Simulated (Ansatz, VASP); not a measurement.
One calculation of Sn3H, two programs

INCAR

```
SYSTEM = Sn3H
PREC     = Accurate       ! precision mode
ENCUT    = 600            ! plane-wave cutoff, eV
EDIFF    = 1E-7           ! SCF threshold, eV
ISMEAR   = 0              ! smearing method
SIGMA    = 0.1            ! smearing width, eV
LREAL    = .FALSE.        ! projectors in reciprocal space
LASPH    = .TRUE.         ! aspherical terms in the spheres
NELM     = 80             ! most SCF steps
ALGO     = Normal         ! electronic algorithm
ISIF     = 3              ! what is computed and relaxed
LWAVE    = .FALSE.        ! write WAVECAR
LCHARG   = .FALSE.        ! write CHGCAR
GGA      = PE             ! functional
IBRION   = 2              ! ionic algorithm
NSW      = 90             ! ionic steps
EDIFFG   = -0.04          ! ionic threshold
```

KPOINTS

```
Automatic mesh
0
G
  4 4 4
  0 0 0
```

The input POSCAR:

```
Sn3H
1.0
    0.0000000000      3.8231070000      3.8231070000
    3.8231070000      0.0000000000      3.8231070000
    3.8231070000      3.8231070000      0.0000000000
Sn H
3 1
Direct
    0.7500000000      0.7500000000      0.7500000000
    0.2500000000      0.2500000000      0.2500000000
    0.0000000000      0.0000000000      0.0000000000
    0.5000000000      0.5000000000      0.5000000000
```

Input for Ansatz:

```yaml
crystal:
  lattice:
    - [0.0, 3.823107, 3.823107]
    - [3.823107, 0.0, 3.823107]
    - [3.823107, 3.823107, 0.0]
  atoms:
    - { symbol: Sn, position: [0.75, 0.75, 0.75] }
    - { symbol: Sn, position: [0.25, 0.25, 0.25] }
    - { symbol: Sn, position: [0.0, 0.0, 0.0] }
    - { symbol: H, position: [0.5, 0.5, 0.5] }
basis:
  ecutwfc: 420
kpoints:
  mp_grid: { grid: [4, 4, 4] }
hamiltonian:
  xc: pbe
scf:
  occupations: { method: gaussian, width: 0.1 }
  lower_state_search: "off"
output:
  forces: true
  stress: true
  eigenvalues: true
relax:
  adjacent_minimum: "off"
  f_tol: 0.04
  max_steps: 70
  cell: { stress_tol: 0.4 }
```

Alike in both runs: task relaxation of cell and atoms; functional PBE; k mesh 4 × 4 × 4; occupations gaussian, width 0.1 eV; no spin polarisation.

```csv
,VASP,Ansatz
version,VASP 6.6.1,Ansatz 0.2.0
potentials or method,"VASP PAW PBE potentials, release 64 (Sn_d, H), cutoff 600 eV","scalar-relativistic, plane waves, PAW"
valence electrons in the cell,43,43
```

```tsv
	VASP	Ansatz	Ansatz less VASP
gap on the k mesh at the Fermi level, each at its own relaxed structure (eV)	none	none	-
relaxed volume (Å³/atom)	23.34	23.29	-0.056
relaxed cell length with the largest relative difference (Å)	5.092	5.088	-0.0041
```

A gap of «none» marks a metal or a gap that the smearing closes.

Noted on VASP's run: the volume moved by over 15 % at a fixed basis, so the end points are rough.
